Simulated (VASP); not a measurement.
# Sr4LiCl8 (a cell with a defect) in VASP: relaxation of the atoms with PBE

Aim: the relaxation of the atoms of Sr4LiCl8 (a cell with a defect) with PBE.

Everything below comes from runs of VASP 6.6.1. Logs are shortened: lines on timing, memory, paths and dates and some standing lists are left out, and cuts for length are marked.

## (1) The cell of the first run

The cell holds a defect, 13 atoms: a = 6.965 Å, b = 6.965 Å, c = 6.965 Å, α = 90.00°, β = 90.00°, γ = 90.00°.

## (2) Relaxation of the atoms, PBE

INCAR

```
SYSTEM = Sr4LiCl8
ALGO = Normal
EDIFF = 1E-7
EDIFFG = -0.03
ENCUT = 650
GGA = PE
GGA_COMPAT = .False.
IBRION = 2
ISIF = 2
ISMEAR = -1
KPAR = 2
LASPH = .True.
LCHARG = .False.
LREAL = .False.
LWAVE = .False.
NCORE = 2
NELECT = 98.0
NELM = 120
NELMIN = 4
NSW = 80
PREC = Accurate
SIGMA = 0.02
```

KPOINTS

```
k-points
0
Gamma
  2 2 2
  0 0 0
```

POSCAR

```
Sr4LiCl8
1.0
    6.9650000000      0.0000000000      0.0000000000
    0.0000000000      6.9650000000      0.0000000000
    0.0000000000      0.0000000000      6.9650000000
Sr Cl Li
4 8 1
Direct
    0.0000000000      0.0000000000      0.0000000000
    0.5000000000      0.5000000000      0.0000000000
    0.5000000000      0.0000000000      0.5000000000
    0.0000000000      0.5000000000      0.5000000000
    0.2500000000      0.2500000000      0.2500000000
    0.7500000000      0.7500000000      0.7500000000
    0.7500000000      0.7500000000      0.2500000000
    0.2500000000      0.2500000000      0.7500000000
    0.7500000000      0.2500000000      0.7500000000
    0.2500000000      0.7500000000      0.2500000000
    0.2500000000      0.7500000000      0.7500000000
    0.7500000000      0.2500000000      0.2500000000
    0.3804909500      0.9982918300     -0.0030275100
```

Potentials or basis: VASP PAW PBE potentials, release 64 (Sr_sv, Cl, Li_sv).

Run with:

```console
$ cat potpaw_PBE.64/Sr_sv/POTCAR potpaw_PBE.64/Cl/POTCAR potpaw_PBE.64/Li_sv/POTCAR > POTCAR
$ mpirun -np 4 vasp_std > vasp.out
```

OUTCAR:

```text
SYSTEM = Sr4LiCl8
   EDIFF = 1E-7
   EDIFFG = -0.03
   ENCUT = 650
   GGA = PE
   IBRION = 2
   ISIF = 2
   ISMEAR = -1
   LASPH = .True.
   LREAL = .False.
   NELECT = 98.0
   NELM = 120
   NELMIN = 4
   NSW = 80
   PREC = Accurate

 ion  position               nearest neighbor table
   1  0.000  0.000  0.000-  13 2.65   6 3.02   7 3.02   8 3.02   9 3.02  10 3.02  11 3.02  12 3.02
                             5 3.02   2 4.92   3 4.92   4 4.92   3 4.92   4 4.92   2 4.92   4 4.92
   2  0.500  0.500  0.000-   5 3.02   6 3.02   7 3.02   8 3.02   9 3.02  10 3.02  11 3.02  12 3.02
                            13 3.57  13 3.59   3 4.92   4 4.92   3 4.92   4 4.92   1 4.92   3 4.92
   3  0.500  0.000  0.500-   5 3.02   6 3.02   7 3.02   8 3.02   9 3.02  10 3.02  11 3.02  12 3.02
                            13 3.56  13 3.60   2 4.92   4 4.92   1 4.92   2 4.92   1 4.92   2 4.92
   4  0.000  0.500  0.500-   5 3.02   6 3.02   7 3.02   8 3.02   9 3.02  10 3.02  11 3.02  12 3.02
                             3 4.92   1 4.92   2 4.92   1 4.92   2 4.92   1 4.92   3 4.92   1 4.92
   5  0.250  0.250  0.250-   1 3.02   2 3.02   3 3.02   4 3.02
   6  0.750  0.750  0.750-   1 3.02   2 3.02   3 3.02   4 3.02
   7  0.750  0.750  0.250-   1 3.02   2 3.02   3 3.02   4 3.02
   8  0.250  0.250  0.750-  13 2.62   2 3.02   3 3.02   4 3.02   1 3.02
   9  0.750  0.250  0.750-   1 3.02   2 3.02   3 3.02   4 3.02
  10  0.250  0.750  0.250-  13 2.63   2 3.02   3 3.02   4 3.02   1 3.02
  11  0.250  0.750  0.750-  13 2.60   2 3.02   3 3.02   4 3.02   1 3.02
  12  0.750  0.250  0.250-   1 3.02   2 3.02   3 3.02   4 3.02
  13  0.380  0.998  0.997-  11 2.60   8 2.62  10 2.63   1 2.65   3 3.56   2 3.57   2 3.59   3 3.60

  LATTYP: Found a simple cubic cell.
 ALAT       =     6.9650000000

  Lattice vectors:

 A1 = (   6.9650000000,   0.0000000000,   0.0000000000)
 A2 = (   0.0000000000,   6.9650000000,   0.0000000000)
 A3 = (   0.0000000000,   0.0000000000,   6.9650000000)

Analysis of symmetry for initial positions (statically):
=====================================================================
 Subroutine PRICEL returns:
 Original cell was already a primitive cell.

 Routine SETGRP: Setting up the symmetry group for a
 simple cubic supercell.

 Subroutine GETGRP returns: Found  1 space group operations
 (whereof  1 operations were pure point group operations)
 out of a pool of 48 trial point group operations.

The static configuration has the point symmetry C_1 .

Analysis of symmetry for dynamics (positions and initial velocities):
=====================================================================
 Subroutine PRICEL returns:
 Original cell was already a primitive cell.

 Routine SETGRP: Setting up the symmetry group for a
 simple cubic supercell.

 Subroutine GETGRP returns: Found  1 space group operations
 (whereof  1 operations were pure point group operations)
[... 102 lines left out ...]
   LNONCOLLINEAR =      F non collinear calculations
   LSORBIT =      F    spin-orbit coupling
   LASPH  =      T    aspherical Exc in radial PAW
   ENCUT  =  650.0 eV  47.77 Ry    6.91 a.u.  14.48 14.48 14.48*2*pi/ulx,y,z
   NELM   =    120;   NELMIN=  4; NELMDL= -5     # of ELM steps
   EDIFF  = 0.1E-06   stopping-criterion for ELM
   LREAL  =      F    real-space projection
   EDIFFG = -.3E-01   stopping-criterion for IOM
   NSW    =     80    number of steps for IOM
   IBRION =      2    ionic relax: 0-MD 1-quasi-New 2-CG
   NFREE  =      1    steps in history (QN), initial steepest desc. (CG)
   ISIF   =      2    stress and relaxation
   ISYM   =      2    0-nonsym 1-usesym 2-fastsym
   POTIM  = 0.5000    time-step for ionic-motion
   TEBEG  =    0.0;   TEEND  =   0.0 temperature during run
   PSTRESS=    0.0 pullay stress
   NELECT =      98.0000    total number of electrons
   NUPDOWN=      -1.0000    fix difference up-down
   EMIN   =  10.00;   EMAX   =-10.00  energy-range for DOS
   EFERMI =   0.00;   METHOD = LEGACY
   ISMEAR =    -1;   SIGMA  =   0.02  broadening in eV -4-tet -1-fermi 0-gaus
   EFERMI_NEDOS =   21; number of points for ismear=-14 and -15
   IALGO  =     38    algorithm
   IMIX   =      4    mixing-type and parameters
     AMIX     =   0.40;   BMIX     =  1.00
     AMIX_MAG =   1.60;   BMIX_MAG =  1.00
  volume/ion in A,a.u.               =      25.99       175.39
  Fermi-wavevector in a.u.,A,eV,Ry     =   1.083667  2.047833 15.977778  1.174334
  Thomas-Fermi vector in A             =   2.219738
   LORBIT       =      0    0 simple, 1 ext, 2 COOP (PROOUT), +10 PAW based schemes
   GGA     = PE    functional components
   LHFCALC =     F    Hartree Fock is set to
   AEXX    =    0.0000 exact exchange contribution
   IVDW    =     0    specifies the selected vdW correction
   LEPSILON=     F    determine dielectric tensor
   LRPA    =     F    only Hartree local field effects (RPA)
 conjugate gradient relaxation of ions
 non-spin polarized calculation
  energy-cutoff  :      650.00
  volume of cell :      337.88
 maximum number of plane-waves:     12797
 NGX is ok and might be reduce to    60
   NGX = 29   NGY = 29   NGZ = 29

--------------------------------------- Ionic step        1  -------------------------------------------

 number of electron      97.9999983 magnetization

 Free energy of the ion-electron system (eV)
  ---------------------------------------------------
  ext. energy  EPLUGINS =         0.00000000
  ---------------------------------------------------
  free energy    TOTEN  =       -56.17471862 eV

  energy without entropy =      -56.17471862  energy(sigma->0) =      -56.17471862

------------------------ aborting loop because EDIFF is reached ----------------------------------------

  FORCE on cell =-STRESS in cart. coord.  units (eV):
  Direction    XX          YY          ZZ          XY          YZ          ZX
  --------------------------------------------------------------------------------------
  -------------------------------------------------------------------------------------
  Total       -0.4138111     -3.9856405     -3.9843873     -0.0123519      0.0011840     -0.0219185
  in kB       -1.9622275    -18.8992837    -18.8933412     -0.0585708      0.0056144     -0.1039340
  external PRESSURE =     -13.2516175 kB  Pullay stress =       0.0000000 kB
[... 363 lines left out ...]
--------------------------------------- Ionic step        9  -------------------------------------------

 number of electron      98.0000006 magnetization

 Free energy of the ion-electron system (eV)
  ---------------------------------------------------
  ext. energy  EPLUGINS =         0.00000000
  ---------------------------------------------------
  free energy    TOTEN  =       -56.58558721 eV

  energy without entropy =      -56.58558721  energy(sigma->0) =      -56.58558721

 E-fermi :   1.0193     XC(G=0):  -8.3823

 val. band max:        0.4414596667   @ k =   0.0000   0.0000   0.0000
 cond. band min:       5.1559725088   @ k =   0.0000   0.0000   0.0000
 fundamental gap:      4.7145128421
 Fermi energy:         1.0193146109

 k-point     1 :       0.0000    0.0000    0.0000
  band No.  band energies     occupation
      1     -44.4816      2.00000
      2     -32.6233      2.00000
      3     -32.2208      2.00000
      4     -32.1765      2.00000
      5     -32.1741      2.00000
      6     -14.7660      2.00000
[... 517 lines left out ...]
  FREE ENERGIE OF THE ION-ELECTRON SYSTEM (eV)
  ---------------------------------------------------
  free  energy   TOTEN  =       -56.5855872064 eV

  energy  without entropy=      -56.5855872064  energy(sigma->0) =      -56.58558721

 reached required accuracy - stopping structural energy minimisation
```

CONTCAR:

```text
Sr4LiCl8
   1.00000000000000
     6.9649999999999999    0.0000000000000000    0.0000000000000000
     0.0000000000000000    6.9649999999999999    0.0000000000000000
     0.0000000000000000    0.0000000000000000    6.9649999999999999
  Sr              Cl              Li
     4     8     1
Direct
     0.9661902662078441    0.0001010719654880    0.0001813273379591
     0.5043656428657237    0.4996507482279636    0.0000514926293193
     0.5043666548309372    0.0000279381084503    0.4993794585924916
     0.0005530181846389    0.4999815963151682    0.4999677929073510
     0.2552925749509505    0.2387015534730354    0.2386009806804262
     0.7453415575288324    0.7494292683330658    0.7494009332510904
     0.7456115523939250    0.7491605939912434    0.2507347252144668
     0.2553552351919418    0.2386221107359728    0.7610145152865685
     0.7455002036113021    0.2506495612134315    0.7492460602757952
     0.2553385080584469    0.7611019291377391    0.2385347507707802
     0.2553515865556258    0.7610829618090788    0.7609823997807447
     0.7457399943645833    0.2509012556832527    0.2508726220947073
     0.4014841552552506    0.9988812410061100    0.9980054311782968

  0.00000000E+00  0.00000000E+00  0.00000000E+00
  0.00000000E+00  0.00000000E+00  0.00000000E+00
  0.00000000E+00  0.00000000E+00  0.00000000E+00
  0.00000000E+00  0.00000000E+00  0.00000000E+00
  0.00000000E+00  0.00000000E+00  0.00000000E+00
  0.00000000E+00  0.00000000E+00  0.00000000E+00
  0.00000000E+00  0.00000000E+00  0.00000000E+00
  0.00000000E+00  0.00000000E+00  0.00000000E+00
  0.00000000E+00  0.00000000E+00  0.00000000E+00
  0.00000000E+00  0.00000000E+00  0.00000000E+00
  0.00000000E+00  0.00000000E+00  0.00000000E+00
  0.00000000E+00  0.00000000E+00  0.00000000E+00
  0.00000000E+00  0.00000000E+00  0.00000000E+00
```

Run time: 12 min. Hardware: 4 MPI ranks of AMD EPYC 7R43 (Zen 3), shared host; peak memory 0.35 GiB.

Results:

| Property | Result |
| --- | --- |
| Free energy | -56.5856 eV |
| Energy gained by relaxing | 31.6 meV/atom |
| Ionic steps | 9 |
| Largest force after relaxing | 0.017 eV/Å |

Forces on the atoms (eV/Å):
```
Sr   0.005 -0.001 -0.001
Sr   0.008  0.001 -0.001
Sr   0.008  0.000  0.001
Sr   0.017  0.000  0.000
Cl  -0.001  0.002  0.002
Cl  -0.007  0.004  0.004
Cl  -0.007  0.005 -0.005
Cl  -0.002  0.002 -0.004
Cl  -0.007 -0.004  0.004
Cl  -0.002 -0.003  0.001
Cl  -0.003 -0.004 -0.004
Cl  -0.007 -0.005 -0.005
Li  -0.001  0.004  0.006
```

The path:
```tsv
step	energy change (eV)	largest force (eV/Å)	pressure (GPa)
1	0.0000	1.7719	-1.33
2	-0.2327	1.0254	-1.30
3	-0.3724	0.2179	-1.11
4	-0.3727	0.2089	-1.10
5	-0.3919	0.1607	-1.08
6	-0.4069	0.0732	-1.03
7	-0.4089	0.0618	-1.05
8	-0.4105	0.0394	-1.08
9	-0.4109	0.0172	-1.09
```

Final structure:
```cif
data_structure
_symmetry_space_group_name_H-M 'P 1'
_symmetry_Int_Tables_number 1
_cell_length_a 6.9650
_cell_length_b 6.9650
_cell_length_c 6.9650
_cell_angle_alpha 90.000
_cell_angle_beta 90.000
_cell_angle_gamma 90.000
_cell_volume 337.88
loop_
_atom_site_label
_atom_site_type_symbol
_atom_site_fract_x
_atom_site_fract_y
_atom_site_fract_z
_atom_site_occupancy
Sr1 Sr 0.96619 0.00010 0.00018 1
Sr2 Sr 0.50437 0.49965 0.00005 1
Sr3 Sr 0.50437 0.00003 0.49938 1
Sr4 Sr 0.00055 0.49998 0.49997 1
Cl1 Cl 0.25529 0.23870 0.23860 1
Cl2 Cl 0.74534 0.74943 0.74940 1
Cl3 Cl 0.74561 0.74916 0.25073 1
Cl4 Cl 0.25536 0.23862 0.76101 1
Cl5 Cl 0.74550 0.25065 0.74925 1
Cl6 Cl 0.25534 0.76110 0.23853 1
Cl7 Cl 0.25535 0.76108 0.76098 1
Cl8 Cl 0.74574 0.25090 0.25087 1
Li1 Li 0.40148 0.99888 0.99801 1
```

Caveat: the k points lie up to 0.45 Å⁻¹ apart; the cell carries a net charge on a neutralising background, which shifts energy and pressure; the cell is charged against a uniform background, so pressure and absolute levels hang on convention.
